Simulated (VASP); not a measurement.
# CdF2 in VASP: a series of runs

CdF2 is run at these levels: LDA; tasks: electric field gradients.

All numbers are computed with VASP 6.6.1; they aren't measurements. Logs are shortened: lines on timing, memory, paths and dates and some standing lists are left out, and cuts for length are marked.

### Step 1. The cell of the first run

Symmetry: R-3m, No. 166, trigonal system. The conventional cell has a = 3.772 Å, b = 3.772 Å, c = 9.519 Å, α = 90.00°, β = 90.00°, γ = 120.00°. Cd (site symmetry -3m) has 8 F at 2.32 to 2.38 Å within 3.1 Å. Within 3.1 Å of F (site symmetry 3m) lie 4 Cd at 2.32 to 2.38 Å and 6 F at 2.69 Å.

### Step 2. Electric field gradients, LDA (equal xy, yz and zx shear strains of +2 %)

Contents of INCAR:

```
SYSTEM = CdF2
ALGO = Normal
EDIFF = 1E-8
ENCUT = 520
GGA = CA
ISIF = 2
ISMEAR = -1
LASPH = .TRUE.
LCHARG = .FALSE.
LEFG = .TRUE.
LREAL = .FALSE.
LWAVE = .FALSE.
NBANDS = 20
NELM = 60
PREC = Accurate
SIGMA = 0.02
```

Contents of KPOINTS:

```
k-points
0
G
  8 8 8
  0 0 0
```

Contents of POSCAR:

```
CdF2
1.0
    0.0538800000      2.7209400000      2.7209400000
    2.7209400000      0.0538800000      2.7209400000
    2.7209400000      2.7209400000      0.0538800000
Cd F
1 2
Direct
    0.0000000000      0.0000000000      0.0000000000
    0.2500000000      0.2500000000      0.2500000000
    0.7500000000      0.7500000000      0.7500000000
```

Potentials or basis: VASP PAW LDA potentials, release 64 (Cd, F).

Command:

```console
> cat potpaw_LDA.64/Cd/POTCAR potpaw_LDA.64/F/POTCAR > POTCAR
> mpirun -np 1 vasp_std > vasp.out
```

OUTCAR:

```text
SYSTEM = CdF2
   EDIFF = 1E-8
   ENCUT = 520
   GGA = CA
   ISIF = 2
   ISMEAR = -1
   LASPH = .TRUE.
   LREAL = .FALSE.
   NELM = 60
   PREC = Accurate

 ion  position               nearest neighbor table
   1  0.000  0.000  0.000-   3 2.32   3 2.32   3 2.32   2 2.32   2 2.32   2 2.32   3 2.38   2 2.38

   2  0.250  0.250  0.250-   1 2.32   1 2.32   1 2.32   1 2.38
   3  0.750  0.750  0.750-   1 2.32   1 2.32   1 2.32   1 2.38

  LATTYP: Found a trigonal (rhomboedric) cell.
 ALAT       =     3.8483674489
 COS(alpha) =     0.5197000882

  Lattice vectors:

 A1 = (   0.0538800000,   2.7209400000,   2.7209400000)
 A2 = (   2.7209400000,   0.0538800000,   2.7209400000)
 A3 = (   2.7209400000,   2.7209400000,   0.0538800000)

Analysis of symmetry for initial positions (statically):
=====================================================================
 Subroutine PRICEL returns:
 Original cell was already a primitive cell.

 Routine SETGRP: Setting up the symmetry group for a
 trigonal (rhombohedral) supercell.

 Subroutine GETGRP returns: Found 12 space group operations
 (whereof 12 operations were pure point group operations)
 out of a pool of 12 trial point group operations.

The static configuration has the point symmetry D_3d.

Analysis of symmetry for dynamics (positions and initial velocities):
=====================================================================
 Subroutine PRICEL returns:
 Original cell was already a primitive cell.

 Routine SETGRP: Setting up the symmetry group for a
 trigonal (rhombohedral) supercell.

 Subroutine GETGRP returns: Found 12 space group operations
 (whereof 12 operations were pure point group operations)
 out of a pool of 12 trial point group operations.

The dynamic configuration has the point symmetry D_3d.

 Subroutine INISYM returns: Found 12 space group operations
 (whereof 12 operations are pure point group operations),
 and found     1 'primitive' translations

----------------------------------------------------------------------------------------

                                     Primitive cell

  volume of cell :      39.0925

  direct lattice vectors                    reciprocal lattice vectors
     0.053880000  2.720940000  2.720940000    -0.189310312  0.185634384  0.185634384
     2.720940000  0.053880000  2.720940000     0.185634384 -0.189310312  0.185634384
     2.720940000  2.720940000  0.053880000     0.185634384  0.185634384 -0.189310312

  length of vectors
     3.848367449  3.848367449  3.848367449     0.323664399  0.323664399  0.323664399

  position of ions in fractional coordinates (direct lattice)
     0.000000000  0.000000000  0.000000000
     0.250000000  0.250000000  0.250000000
     0.750000000  0.750000000  0.750000000

  ion indices of the primitive-cell ions
   primitive index   ion index
                 1           1
                 2           2
                 3           3

----------------------------------------------------------------------------------------

 KPOINTS: k-points

Automatic generation of k-mesh.
 Grid dimensions read from file:
 generate k-points for:    8    8    8

 Generating k-lattice:

  Cartesian coordinates                     Fractional coordinates (reciprocal lattice)
    -0.023663789  0.023204298  0.023204298     0.125000000 -0.000000000 -0.000000000
     0.023204298 -0.023663789  0.023204298    -0.000000000  0.125000000 -0.000000000
     0.023204298  0.023204298 -0.023663789    -0.000000000 -0.000000000  0.125000000

  Length of vectors
     0.040458050  0.040458050  0.040458050

  Shift w.r.t. Gamma in fractional coordinates (k-lattice)
     0.000000000  0.000000000  0.000000000

 Subroutine IBZKPT returns following result:
 ===========================================

 Found     65 irreducible k-points:

 Following reciprocal coordinates:
            Coordinates               Weight
  0.000000  0.000000  0.000000      1.000000
  0.125000  0.000000 -0.000000      6.000000
  0.250000  0.000000 -0.000000      6.000000
  0.375000  0.000000 -0.000000      6.000000
  0.500000  0.000000 -0.000000      3.000000
  0.125000  0.125000 -0.000000      6.000000
[... 16 lines left out ...]
  0.250000  0.125000  0.125000      6.000000
  0.375000  0.125000  0.125000      6.000000
 [... further k-points ...]
   k-points           NKPTS =     65   k-points in BZ     NKDIM =     65   number of bands    NBANDS=     20
   number of dos      NEDOS =    301   number of ions     NIONS =      3
   total plane-waves  NPLWV =  27000
   dimension x,y,z NGX =    30 NGY =   30 NGZ =   30
   dimension x,y,z NGXF=    60 NGYF=   60 NGZF=   60
   ions per type =               1   2
   NGX,Y,Z   is equivalent  to a cutoff of  12.96, 12.96, 12.96 a.u.
   NGXF,Y,Z  is equivalent  to a cutoff of  25.92, 25.92, 25.92 a.u.
 SYSTEM =  CdF2
   PREC   = accura    normal or accurate (medium, high low for compatibility)
   ISTART =      0    job   : 0-new  1-cont  2-samecut
   ICHARG =      2    charge: 1-file 2-atom 10-const
   ISPIN  =      1    spin polarized calculation?
   LNONCOLLINEAR =      F non collinear calculations
   LSORBIT =      F    spin-orbit coupling
   LASPH  =      T    aspherical Exc in radial PAW
   ENCUT  =  520.0 eV  38.22 Ry    6.18 a.u.   7.16  7.16  7.16*2*pi/ulx,y,z
   NELM   =     60;   NELMIN=  2; NELMDL= -5     # of ELM steps
   EDIFF  = 0.1E-07   stopping-criterion for ELM
   LREAL  =      F    real-space projection
   EDIFFG = 0.1E-06   stopping-criterion for IOM
   NSW    =      0    number of steps for IOM
   IBRION =     -1    ionic relax: 0-MD 1-quasi-New 2-CG
   NFREE  =      0    steps in history (QN), initial steepest desc. (CG)
   ISIF   =      2    stress and relaxation
   ISYM   =      2    0-nonsym 1-usesym 2-fastsym
   POTIM  = 0.5000    time-step for ionic-motion
   TEBEG  =    0.0;   TEEND  =   0.0 temperature during run
   PSTRESS=    0.0 pullay stress
   NELECT =      26.0000    total number of electrons
   NUPDOWN=      -1.0000    fix difference up-down
   EMIN   =  10.00;   EMAX   =-10.00  energy-range for DOS
   EFERMI =   0.00;   METHOD = LEGACY
   ISMEAR =    -1;   SIGMA  =   0.02  broadening in eV -4-tet -1-fermi 0-gaus
   EFERMI_NEDOS =   21; number of points for ismear=-14 and -15
   IALGO  =     38    algorithm
   IMIX   =      4    mixing-type and parameters
     AMIX     =   0.40;   BMIX     =  1.00
     AMIX_MAG =   1.60;   BMIX_MAG =  1.00
  volume/ion in A,a.u.               =      13.03        87.94
  Fermi-wavevector in a.u.,A,eV,Ry     =   1.429009  2.700435 27.783988  2.042066
  Thomas-Fermi vector in A             =   2.549009
   LORBIT       =      0    0 simple, 1 ext, 2 COOP (PROOUT), +10 PAW based schemes
   GGA     = CA    functional components
   LHFCALC =     F    Hartree Fock is set to
   AEXX    =    0.0000 exact exchange contribution
   IVDW    =     0    specifies the selected vdW correction
   LEPSILON=     F    determine dielectric tensor
   LRPA    =     F    only Hartree local field effects (RPA)
 non-spin polarized calculation
  energy-cutoff  :      520.00
  volume of cell :       39.09
 maximum number of plane-waves:      1064
 NGX is ok and might be reduce to    30
   NGX = 15   NGY = 15   NGZ = 15

 number of electron      25.9999988 magnetization

 Free energy of the ion-electron system (eV)
  ---------------------------------------------------
  ext. energy  EPLUGINS =         0.00000000
  ---------------------------------------------------
  free energy    TOTEN  =       -12.71260600 eV

  energy without entropy =      -12.71260600  energy(sigma->0) =      -12.71260600

 E-fermi :  -1.2299     XC(G=0): -11.1281

 val. band max:       -1.6593805378   @ k =  -0.2500   0.5000   0.2500
 cond. band min:       1.1442272106   @ k =   0.0000   0.0000   0.0000
 fundamental gap:      2.8036077484
 Fermi energy:        -1.2299140219

 k-point     1 :       0.0000    0.0000    0.0000
  band No.  band energies     occupation
      1     -22.1103      2.00000
      2     -20.9282      2.00000
      3      -7.3188      2.00000
      4      -7.3188      2.00000
      5      -7.2757      2.00000
      6      -6.0196      2.00000
[... 12 lines left out ...]
     19      17.8830      0.00000
     20      17.8830      0.00000

 k-point     2 :       0.1250    0.0000   -0.0000
  band No.  band energies     occupation
      1     -22.0565      2.00000
      2     -20.9762      2.00000
      3      -7.2547      2.00000
      4      -7.2203      2.00000
      5      -7.1372      2.00000
      6      -6.0423      2.00000
[... 12 lines left out ...]
     19      17.4013      0.00000
     20      17.4994      0.00000

 k-point     3 :       0.2500    0.0000   -0.0000
  band No.  band energies     occupation
      1     -21.9108      2.00000
      2     -21.1053      2.00000
      3      -7.1058      2.00000
      4      -7.0732      2.00000
      5      -6.6720      2.00000
      6      -6.0655      2.00000
[... 12 lines left out ...]
     19      16.8643      0.00000
     20      17.4512      0.00000

 k-point     4 :       0.3750    0.0000   -0.0000
  band No.  band energies     occupation
      1     -21.7118      2.00000
      2     -21.2834      2.00000
      3      -6.9828      2.00000
      4      -6.9556      2.00000
      5      -6.0855      2.00000
      6      -6.0128      2.00000
[... 12 lines left out ...]
     19      16.4269      0.00000
     20      17.0018      0.00000

 k-point     5 :       0.5000    0.0000   -0.0000
  band No.  band energies     occupation
      1     -21.5316      2.00000
      2     -21.4539      2.00000
      3      -6.9458      2.00000
      4      -6.9218      2.00000
      5      -5.9554      2.00000
      6      -5.9369      2.00000
[... 12 lines left out ...]
     19      16.2796      0.00000
     20      16.6540      0.00000
[... 353 lines left out ...]
      6      -5.8954      2.00000
[... 12 lines left out ...]
     19      17.4990      0.00000
     20      19.3417      0.00000

 k-point    22 :       0.1250    0.1250    0.1250
  band No.  band energies     occupation
      1     -22.0592      2.00000
      2     -20.9748      2.00000
      3      -7.2646      2.00000
      4      -7.2646      2.00000
      5      -7.1105      2.00000
      6      -6.0342      2.00000
[... 12 lines left out ...]
     19      17.5440      0.00000
     20      17.5440      0.00000

 k-point    23 :       0.2500    0.1250    0.1250
  band No.  band energies     occupation
      1     -21.9777      2.00000
      2     -21.0472      2.00000
      3      -7.1655      2.00000
      4      -7.1644      2.00000
      5      -6.8653      2.00000
      6      -6.1046      2.00000
[... 12 lines left out ...]
     19      16.7631      0.00000
     20      18.2105      0.00000

 k-point    24 :       0.3750    0.1250    0.1250
  band No.  band energies     occupation
      1     -21.8198      2.00000
      2     -21.1842      2.00000
      3      -7.0199      2.00000
      4      -6.9924      2.00000
      5      -6.4027      2.00000
      6      -6.1446      2.00000
[... 12 lines left out ...]
     19      16.2551      0.00000
     20      18.7996      0.00000

 [... further k-points ...]

------------------------ aborting loop because EDIFF is reached ----------------------------------------

  FORCE on cell =-STRESS in cart. coord.  units (eV):
  Direction    XX          YY          ZZ          XY          YZ          ZX
  --------------------------------------------------------------------------------------
  -------------------------------------------------------------------------------------
  Total       -1.1184892     -1.1184892     -1.1184892     -0.1098172     -0.1098172     -0.1098172
  in kB      -45.8404694    -45.8404694    -45.8404694     -4.5007795     -4.5007795     -4.5007795
  external PRESSURE =     -45.8404694 kB  Pullay stress =       0.0000000 kB

 VOLUME and BASIS-vectors are now :
 -----------------------------------------------------------------------------
  energy-cutoff  :      520.00
  volume of cell :       39.09
      direct lattice vectors                 reciprocal lattice vectors
     0.053880000  2.720940000  2.720940000    -0.189310312  0.185634384  0.185634384
     2.720940000  0.053880000  2.720940000     0.185634384 -0.189310312  0.185634384
     2.720940000  2.720940000  0.053880000     0.185634384  0.185634384 -0.189310312

 POSITION                                       TOTAL-FORCE (eV/Angst)
 -----------------------------------------------------------------------------------
      0.00000      0.00000      0.00000         0.000000     -0.000000     -0.000000
      1.37394      1.37394      1.37394        -0.026749     -0.026749     -0.026749
      4.12182      4.12182      4.12182         0.026749      0.026749      0.026749
 -----------------------------------------------------------------------------------
    total drift:                                0.000000     -0.000000      0.000000

  FREE ENERGIE OF THE ION-ELECTRON SYSTEM (eV)
  ---------------------------------------------------
  free  energy   TOTEN  =       -12.7126060008 eV

  energy  without entropy=      -12.7126060008  energy(sigma->0) =      -12.71260600

 Electric field gradients (V/A^2)
---------------------------------------------------------------------
 ion       V_xx      V_yy      V_zz      V_xy      V_xz      V_yz
---------------------------------------------------------------------
   1      -0.000     0.000    -0.000     9.599     9.599     9.599
   2      -0.000    -0.000    -0.000    -2.667    -2.667    -2.667
   3      -0.000    -0.000    -0.000    -2.667    -2.667    -2.667
---------------------------------------------------------------------

 Electric field gradients after diagonalization (V/A^2)
 (convention: |V_zz| > |V_xx| > |V_yy|)
----------------------------------------------------------------------
 ion       V_xx      V_yy      V_zz     asymmetry (V_yy - V_xx)/ V_zz
----------------------------------------------------------------------
   1      -9.599    -9.599    19.198       0.000
   2       2.667     2.667    -5.334       0.000
   3       2.667     2.667    -5.334       0.000
----------------------------------------------------------------------

           NMR quadrupolar parameters

 Cq : quadrupolar parameter    Cq=e*Q*V_zz/h
 eta: asymmetry parameters     (V_yy - V_xx)/ V_zz
 Q  : nuclear electric quadrupole moment in mb (millibarn)
----------------------------------------------------------------------
 ion       Cq(MHz)       eta       Q (mb)
----------------------------------------------------------------------
   1       0.046       0.000       1.000
   2      -0.013       0.000       1.000
   3      -0.013       0.000       1.000
----------------------------------------------------------------------
```

It took 1.7 min on 1 thread of Intel Xeon 8259CL, shared host; peak memory 0.18 GiB.

What came out:

| Property | Result |
| --- | --- |
| Free energy | -12.7126 eV |
| Pressure | -4.6 GPa |
| Largest force | 0.046 eV/Å |
| Band gap on the k mesh | 2.80 eV (least direct gap 3.24 eV) |
| Largest electric field gradient by atom | Cd +19.2; F -5.3 V/Å² |

Forces on the atoms (eV/Å):
```
Cd   0.000  0.000  0.000
F   -0.027 -0.027 -0.027
F    0.027  0.027  0.027
```

Electric field gradients, principal values (V/Å²):
| atom | least | middle | greatest (by size) |
| --- | --- | --- | --- |
| 1 Cd | -9.599 | -9.599 | 19.198 |
| 2 F | 2.667 | 2.667 | -5.334 |
| 3 F | 2.667 | 2.667 | -5.334 |

Caveat: the cell differs from its parent crystal (equal xy, yz and zx shear strains of +2 %); the cell stands under tension; without QUAD_EFG the Cq values of the log hold for a quadrupole moment of 1 mb, not for the nuclei.

(Part 1 of 3 ends here.)
